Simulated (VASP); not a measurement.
# Ta4Ge3 (I-43d) in VASP: single point with PBE

Aim: the single point of Ta4Ge3 with PBE.

Everything below comes from runs of VASP 6.6.1. Logs are shortened: lines on timing, memory, paths and dates and some standing lists are left out, and cuts for length are marked.

## 1. The cell of the first run

It takes space group I-43d (No. 220, cubic). The conventional cell has a = 8.003 Å, b = 8.003 Å, c = 8.003 Å, α = 90.00°, β = 90.00°, γ = 90.00°. Ta (site symmetry 3) has 6 Ge at 2.75 to 2.79 Å and 5 Ta at 3.00 to 3.47 Å within 3.6 Å. Within 3.6 Å of Ge (site symmetry -4) lie 8 Ta at 2.75 to 2.79 Å.

## 2. Single point, PBE (volume scaled by 1.06, then relaxed in part)

Contents of INCAR:

```
PREC = Accurate
ENCUT = 520
EDIFF = 1E-6
ISMEAR = 0
SIGMA = 0.1
LREAL = False
LASPH = True
NELM = 100
ALGO = Fast
ISIF = 2
LWAVE = False
LCHARG = False
GGA = PE
NBANDS = 99
```

Contents of KPOINTS:

```
Automatic mesh
0
Gamma
  6 6 6
```

Contents of POSCAR:

```
Ta4Ge3
1.0
   -4.0013762919      4.0013762919      4.0013762919
    4.0013762919     -4.0013762919      4.0013762919
    4.0013762919      4.0013762919     -4.0013762919
Ta Ge
8 6
Direct
    0.8373351684      0.5000000000      0.0000000000
    0.5000000000      0.0000000000      0.3373351684
    0.5000000000      0.0000000000      0.8373351684
    0.0000000000      0.3373351684      0.5000000000
    0.6626648316      0.6626648316      0.6626648316
    0.0000000000      0.8373351684      0.5000000000
    0.3373351684      0.5000000000      0.0000000000
    0.1626648316      0.1626648316      0.1626648316
    0.1250000000      0.7500000000      0.8750000000
    0.8750000000      0.1250000000      0.7500000000
    0.7500000000      0.8750000000      0.1250000000
    0.2500000000      0.6250000000      0.3750000000
    0.6250000000      0.3750000000      0.2500000000
    0.3750000000      0.2500000000      0.6250000000
```

Potentials or basis: VASP PAW PBE potentials, release 64 (Ta_pv, Ge_d).

Run with:

```
> cat potpaw_PBE.64/Ta_pv/POTCAR potpaw_PBE.64/Ge_d/POTCAR > POTCAR
> mpirun -np 1 vasp_std > vasp.out
```

OUTCAR:

```text
PREC = Accurate
   ENCUT = 520
   EDIFF = 1E-6
   ISMEAR = 0
   LREAL = False
   LASPH = True
   NELM = 100
   ISIF = 2
   GGA = PE

 ion  position               nearest neighbor table
   1  0.837  0.500  0.000-   9 2.75  10 2.75  12 2.75  11 2.79  13 2.79  14 2.79   3 3.00   6 3.00
                             5 3.00   7 3.47   7 3.47
   2  0.500  0.000  0.337-  10 2.75  12 2.75  14 2.75   9 2.79  13 2.79  11 2.79   4 3.00   8 3.00
                             7 3.00   3 3.47   3 3.47
   3  0.500  0.000  0.837-   9 2.75  11 2.75  13 2.75  12 2.79  10 2.79  14 2.79   1 3.00   5 3.00
                             6 3.00   2 3.47   2 3.47
   4  0.000  0.337  0.500-   9 2.75  12 2.75  13 2.75  10 2.79  11 2.79  14 2.79   2 3.00   8 3.00
                             7 3.00   6 3.47   6 3.47
   5  0.663  0.663  0.663-  12 2.75  13 2.75  14 2.75   9 2.79  10 2.79  11 2.79   1 3.00   3 3.00
                             6 3.00   8 3.47   8 3.47
   6  0.000  0.837  0.500-  10 2.75  11 2.75  14 2.75  13 2.79   9 2.79  12 2.79   3 3.00   1 3.00
                             5 3.00   4 3.47   4 3.47
   7  0.337  0.500  0.000-  11 2.75  13 2.75  14 2.75  10 2.79   9 2.79  12 2.79   2 3.00   4 3.00
                             8 3.00   1 3.47   1 3.47
   8  0.163  0.163  0.163-   9 2.75  10 2.75  11 2.75  12 2.79  13 2.79  14 2.79   2 3.00   4 3.00
                             7 3.00   5 3.47   5 3.47
   9  0.125  0.750  0.875-   1 2.75   3 2.75   4 2.75   8 2.75   5 2.79   6 2.79   7 2.79   2 2.79

  10  0.875  0.125  0.750-   1 2.75   2 2.75   6 2.75   8 2.75   7 2.79   3 2.79   4 2.79   5 2.79

  11  0.750  0.875  0.125-   3 2.75   6 2.75   7 2.75   8 2.75   5 2.79   2 2.79   1 2.79   4 2.79

  12  0.250  0.625  0.375-   1 2.75   2 2.75   4 2.75   5 2.75   3 2.79   6 2.79   7 2.79   8 2.79

  13  0.625  0.375  0.250-   3 2.75   4 2.75   5 2.75   7 2.75   6 2.79   2 2.79   1 2.79   8 2.79

  14  0.375  0.250  0.625-   2 2.75   5 2.75   6 2.75   7 2.75   1 2.79   3 2.79   4 2.79   8 2.79

  LATTYP: Found a body centered cubic cell.
 ALAT       =     8.0027525838

  Lattice vectors:

 A1 = (  -4.0013762919,   4.0013762919,   4.0013762919)
 A2 = (   4.0013762919,  -4.0013762919,   4.0013762919)
 A3 = (   4.0013762919,   4.0013762919,  -4.0013762919)

Analysis of symmetry for initial positions (statically):
=====================================================================
 Subroutine PRICEL returns:
 Original cell was already a primitive cell.

 Routine SETGRP: Setting up the symmetry group for a
 body centered cubic supercell.

 Subroutine GETGRP returns: Found 24 space group operations
 (whereof  3 operations were pure point group operations)
 out of a pool of 48 trial point group operations.

The static configuration has the point symmetry C_3 .
 The point group associated with its full space group is T_d .

Analysis of symmetry for dynamics (positions and initial velocities):
=====================================================================
 Subroutine PRICEL returns:
 Original cell was already a primitive cell.

 Routine SETGRP: Setting up the symmetry group for a
 body centered cubic supercell.

 Subroutine GETGRP returns: Found 24 space group operations
 (whereof  3 operations were pure point group operations)
 out of a pool of 48 trial point group operations.

The dynamic configuration has the point symmetry C_3 .
 The point group associated with its full space group is T_d .

 Subroutine INISYM returns: Found 24 space group operations
 (whereof  3 operations are pure point group operations),
 and found     1 'primitive' translations

----------------------------------------------------------------------------------------

                                     Primitive cell

  volume of cell :     256.2643

  direct lattice vectors                    reciprocal lattice vectors
    -4.001376292  4.001376292  4.001376292     0.000000000  0.124957006  0.124957006
     4.001376292 -4.001376292  4.001376292     0.124957006  0.000000000  0.124957006
     4.001376292  4.001376292 -4.001376292     0.124957006  0.124957006  0.000000000

  length of vectors
     6.930587038  6.930587038  6.930587038     0.176715892  0.176715892  0.176715892

  position of ions in fractional coordinates (direct lattice)
     0.837335168  0.500000000  0.000000000
     0.500000000  0.000000000  0.337335168
     0.500000000  0.000000000  0.837335168
     0.000000000  0.337335168  0.500000000
     0.662664832  0.662664832  0.662664832
     0.000000000  0.837335168  0.500000000
     0.337335168  0.500000000  0.000000000
     0.162664832  0.162664832  0.162664832
     0.125000000  0.750000000  0.875000000
     0.875000000  0.125000000  0.750000000
     0.750000000  0.875000000  0.125000000
     0.250000000  0.625000000  0.375000000
     0.625000000  0.375000000  0.250000000
     0.375000000  0.250000000  0.625000000

  ion indices of the primitive-cell ions
   primitive index   ion index
                 1           1
                 2           2
                 3           3
                 4           4
                 5           5
                 6           6
                 7           7
                 8           8
                 9           9
                10          10
                11          11
                12          12
                13          13
                14          14

----------------------------------------------------------------------------------------

 KPOINTS: Automatic mesh

Automatic generation of k-mesh.
 Grid dimensions read from file:
 generate k-points for:    6    6    6

 Generating k-lattice:

  Cartesian coordinates                     Fractional coordinates (reciprocal lattice)
     0.000000000  0.020826168  0.020826168     0.166666667  0.000000000  0.000000000
     0.020826168  0.000000000  0.020826168     0.000000000  0.166666667  0.000000000
     0.020826168  0.020826168  0.000000000     0.000000000  0.000000000  0.166666667

  Length of vectors
     0.029452649  0.029452649  0.029452649

  Shift w.r.t. Gamma in fractional coordinates (k-lattice)
     0.000000000  0.000000000  0.000000000

 Subroutine IBZKPT returns following result:
 ===========================================

 Found     16 irreducible k-points:

 Following reciprocal coordinates:
            Coordinates               Weight
  0.000000  0.000000  0.000000      1.000000
  0.166667  0.000000  0.000000     12.000000
  0.333333  0.000000  0.000000     12.000000
  0.500000  0.000000  0.000000      6.000000
  0.166667  0.166667  0.000000     24.000000
  0.333333  0.166667 -0.000000     48.000000
[... 8 lines left out ...]
  0.500000  0.500000  0.333333     12.000000
  0.500000  0.500000  0.500000      1.000000
   k-points           NKPTS =     16   k-points in BZ     NKDIM =     16   number of bands    NBANDS=     99
   number of dos      NEDOS =    301   number of ions     NIONS =     14
   total plane-waves  NPLWV = 157464
   dimension x,y,z NGX =    54 NGY =   54 NGZ =   54
   dimension x,y,z NGXF=   108 NGYF=  108 NGZF=  108
   ions per type =               8   6
   NGX,Y,Z   is equivalent  to a cutoff of  12.95, 12.95, 12.95 a.u.
   NGXF,Y,Z  is equivalent  to a cutoff of  25.91, 25.91, 25.91 a.u.
 SYSTEM =  unknown system
   PREC   = accura    normal or accurate (medium, high low for compatibility)
   ISTART =      0    job   : 0-new  1-cont  2-samecut
   ICHARG =      2    charge: 1-file 2-atom 10-const
   ISPIN  =      1    spin polarized calculation?
   LNONCOLLINEAR =      F non collinear calculations
   LSORBIT =      F    spin-orbit coupling
   LASPH  =      T    aspherical Exc in radial PAW
   ENCUT  =  520.0 eV  38.22 Ry    6.18 a.u.  12.89 12.89 12.89*2*pi/ulx,y,z
   NELM   =    100;   NELMIN=  2; NELMDL= -5     # of ELM steps
   EDIFF  = 0.1E-05   stopping-criterion for ELM
   LREAL  =      F    real-space projection
   EDIFFG = 0.1E-04   stopping-criterion for IOM
   NSW    =      0    number of steps for IOM
   IBRION =     -1    ionic relax: 0-MD 1-quasi-New 2-CG
   NFREE  =      0    steps in history (QN), initial steepest desc. (CG)
   ISIF   =      2    stress and relaxation
   ISYM   =      2    0-nonsym 1-usesym 2-fastsym
   POTIM  = 0.5000    time-step for ionic-motion
   TEBEG  =    0.0;   TEEND  =   0.0 temperature during run
   PSTRESS=    0.0 pullay stress
   NELECT =     172.0000    total number of electrons
   NUPDOWN=      -1.0000    fix difference up-down
   EMIN   =  10.00;   EMAX   =-10.00  energy-range for DOS
   EFERMI =   0.00;   METHOD = LEGACY
   ISMEAR =     0;   SIGMA  =   0.10  broadening in eV -4-tet -1-fermi 0-gaus
   EFERMI_NEDOS =   21; number of points for ismear=-14 and -15
   IALGO  =     68    algorithm
   IMIX   =      4    mixing-type and parameters
     AMIX     =   0.40;   BMIX     =  1.00
     AMIX_MAG =   1.60;   BMIX_MAG =  1.00
  volume/ion in A,a.u.               =      18.30       123.53
  Fermi-wavevector in a.u.,A,eV,Ry     =   1.433359  2.708655 27.953407  2.054517
  Thomas-Fermi vector in A             =   2.552886
   LORBIT       =      0    0 simple, 1 ext, 2 COOP (PROOUT), +10 PAW based schemes
   GGA     = PE    functional components
   LHFCALC =     F    Hartree Fock is set to
   AEXX    =    0.0000 exact exchange contribution
   IVDW    =     0    specifies the selected vdW correction
   LEPSILON=     F    determine dielectric tensor
   LRPA    =     F    only Hartree local field effects (RPA)
 non-spin polarized calculation
 RMM-DIIS sequential band-by-band and
 Gauss-broadening in eV      SIGMA  =   0.10
  energy-cutoff  :      520.00
  volume of cell :      256.26
 maximum number of plane-waves:      6986
 NGX is ok and might be reduce to    54
   NGX = 25   NGY = 25   NGZ = 25

 number of electron     172.0000014 magnetization

 Free energy of the ion-electron system (eV)
  ---------------------------------------------------
  ext. energy  EPLUGINS =         0.00000000
  ---------------------------------------------------
  free energy    TOTEN  =      -124.04881935 eV

  energy without entropy =     -123.99298606  energy(sigma->0) =     -124.02090271

 E-fermi :   6.5359     XC(G=0): -12.0495

 val. band max:        6.5220550133   @ k =   0.1667   0.1667   0.0000
 cond. band min:       6.5406619655   @ k =   0.1667   0.0000   0.0000
 fundamental gap:      0.0186069521
 Fermi energy:         6.5359140119

 k-point     1 :       0.0000    0.0000    0.0000
  band No.  band energies     occupation
      1     -28.4468      2.00000
      2     -28.4468      2.00000
      3     -28.4468      2.00000
      4     -28.4283      2.00000
      5     -28.4083      2.00000
      6     -28.4083      2.00000
[... 90 lines left out ...]
     97       8.4135      0.00000
     98       8.5556      0.00000

 k-point     2 :       0.1667    0.0000    0.0000
  band No.  band energies     occupation
      1     -28.4469      2.00000
      2     -28.4433      2.00000
      3     -28.4402      2.00000
      4     -28.4244      2.00000
      5     -28.4027      2.00000
      6     -28.4011      2.00000
[... 1403 lines left out ...]
     97       8.7417      0.00000
     98       8.9926      0.00000

 k-point    16 :       0.5000    0.5000    0.5000
  band No.  band energies     occupation
      1     -28.4089      2.00000
      2     -28.4089      2.00000
      3     -28.4089      2.00000
      4     -28.4089      2.00000
      5     -28.4089      2.00000
      6     -28.4089      2.00000
[... 90 lines left out ...]
     97       8.8064      0.00000
     98       8.8795      0.00000
 [bands above 98 left out]

------------------------ aborting loop because EDIFF is reached ----------------------------------------

  FORCE on cell =-STRESS in cart. coord.  units (eV):
  Direction    XX          YY          ZZ          XY          YZ          ZX
  --------------------------------------------------------------------------------------
  -------------------------------------------------------------------------------------
  Total      -13.8723504    -13.8723504    -13.8723504      0.0000000      0.0000000      0.0000000
  in kB      -86.7306214    -86.7306214    -86.7306214      0.0000000      0.0000000      0.0000000
  external PRESSURE =     -86.7306214 kB  Pullay stress =       0.0000000 kB

 VOLUME and BASIS-vectors are now :
 -----------------------------------------------------------------------------
  energy-cutoff  :      520.00
  volume of cell :      256.26
      direct lattice vectors                 reciprocal lattice vectors
    -4.001376292  4.001376292  4.001376292     0.000000000  0.124957006  0.124957006
     4.001376292 -4.001376292  4.001376292     0.124957006  0.000000000  0.124957006
     4.001376292  4.001376292 -4.001376292     0.124957006  0.124957006  0.000000000

 POSITION                                       TOTAL-FORCE (eV/Angst)
 -----------------------------------------------------------------------------------
     -1.34980      1.34980      5.35118         0.003485     -0.003485     -0.003485
     -0.65088      3.35049      0.65088        -0.003485     -0.003485      0.003485
      1.34980      5.35118     -1.34980        -0.003485     -0.003485      0.003485
      3.35049      0.65088     -0.65088        -0.003485      0.003485     -0.003485
      2.65157      2.65157      2.65157         0.003485      0.003485      0.003485
      5.35118     -1.34980      1.34980        -0.003485      0.003485     -0.003485
      0.65088     -0.65088      3.35049         0.003485     -0.003485     -0.003485
      0.65088      0.65088      0.65088         0.003485      0.003485      0.003485
      6.00206      1.00034      0.00000         0.000000     -0.000000     -0.000000
      0.00000      6.00206      1.00034         0.000000     -0.000000     -0.000000
      1.00034      0.00000      6.00206         0.000000     -0.000000      0.000000
      3.00103     -0.00000      2.00069         0.000000     -0.000000      0.000000
     -0.00000      2.00069      3.00103         0.000000     -0.000000      0.000000
      2.00069      3.00103      0.00000         0.000000     -0.000000     -0.000000
 -----------------------------------------------------------------------------------
    total drift:                                0.000003      0.000003      0.000002

  FREE ENERGIE OF THE ION-ELECTRON SYSTEM (eV)
  ---------------------------------------------------
  free  energy   TOTEN  =      -124.0488193520 eV

  energy  without entropy=     -123.9929860631  energy(sigma->0) =     -124.02090271
```

Wall time 25 min (1 thread of Intel Xeon Platinum 8488C (Sapphire Rapids), shared host); peak memory 0.56 GiB.

What came out:

| Quantity | Value |
| --- | --- |
| Free energy | -124.0488 eV |
| Pressure | -8.7 GPa |
| Largest force | 0.006 eV/Å |
| Band gap on the k mesh | zero (band 86 reaches 7.16 eV, above the bottom of band 87 at 6.21 eV) |

Forces in eV/Å, atoms in the order of the input:
```
Ta   0.003 -0.003 -0.003
Ta  -0.003 -0.003  0.003
Ta  -0.003 -0.003  0.003
Ta  -0.003  0.003 -0.003
Ta   0.003  0.003  0.003
Ta  -0.003  0.003 -0.003
Ta   0.003 -0.003 -0.003
Ta   0.003  0.003  0.003
Ge   0.000  0.000  0.000
Ge   0.000  0.000  0.000
Ge   0.000  0.000  0.000
Ge   0.000  0.000  0.000
Ge   0.000  0.000  0.000
Ge   0.000  0.000  0.000
```

Caveat: spin-orbit coupling is left out, which moves the levels of the heavy elements.
